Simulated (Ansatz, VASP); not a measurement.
## Tl2PdC4N4 in VASP and in Ansatz

```
Tl Pd C N
1.0
     6.27700    0.00000    0.00000
     0.00000    7.43700    0.00000
    -3.84807    0.00000    9.27834
Tl Pd C N
4 2 8 8
Direct
  0.31292 0.84984 0.08432
  0.68708 0.34984 0.41568
  0.68708 0.15016 0.91568
  0.31292 0.65016 0.58432
  0.00000 0.50000 0.00000
  0.00000 0.00000 0.50000
  0.26950 0.33560 0.06210
  0.73050 0.83560 0.43790
  0.73050 0.66440 0.93790
  0.26950 0.16440 0.56210
  0.99030 0.49790 0.79770
  0.00970 0.99790 0.70230
  0.00970 0.50210 0.20230
  0.99030 0.00210 0.29770
  0.42950 0.23750 0.10190
  0.57050 0.73750 0.39810
  0.57050 0.76250 0.89810
  0.42950 0.26250 0.60190
  0.98420 0.49750 0.68420
  0.01580 0.99750 0.81580
  0.01580 0.50250 0.31580
  0.98420 0.00250 0.18420
```

Alike in both runs: task electric field gradients; functional PBE; k mesh 6 × 5 × 4; occupations fermi-dirac, width 0.05 eV; no spin polarisation.

```csv
,VASP,Ansatz
version,VASP 6.6.1,Ansatz 0.2.0
potentials or method,"VASP PAW PBE potentials, release 64 (Tl_d, Pd, C, N)","plane-wave PAW, scalar-relativistic"
plane-wave cutoff (eV),520,420
valence electrons in the cell,144,160
```

VASP gave:

```
gap on the k mesh at the Fermi level (eV)                     : 2.75
pressure (GPa)                                                : 3.7
traceless stress, the component that is largest in VASP (GPa) : 5.13
rms of the force components (eV/Å)                            : 2.149
size of Vzz on the site where it differs most (V/Å²)          : 213.4
```

What did Ansatz give for the same quantities?

gap on the k mesh at the Fermi level (eV): 2.75; pressure (GPa): 3.3; traceless stress, the component that is largest in VASP (GPa): 4.69; rms of the force components (eV/Å): 1.915; size of Vzz on the site where it differs most (V/Å²): 133.2.

Atom by atom the forces differ by 0.279 eV/Å (rms over components). VASP's potentials hold 144 valence electrons a cell and Ansatz's 160, so a difference there can come from the potentials and not from the codes.

Neither program's run includes spin-orbit coupling. Noted on VASP's run: the standard files for N, O and F lose accuracy on very short bonds.
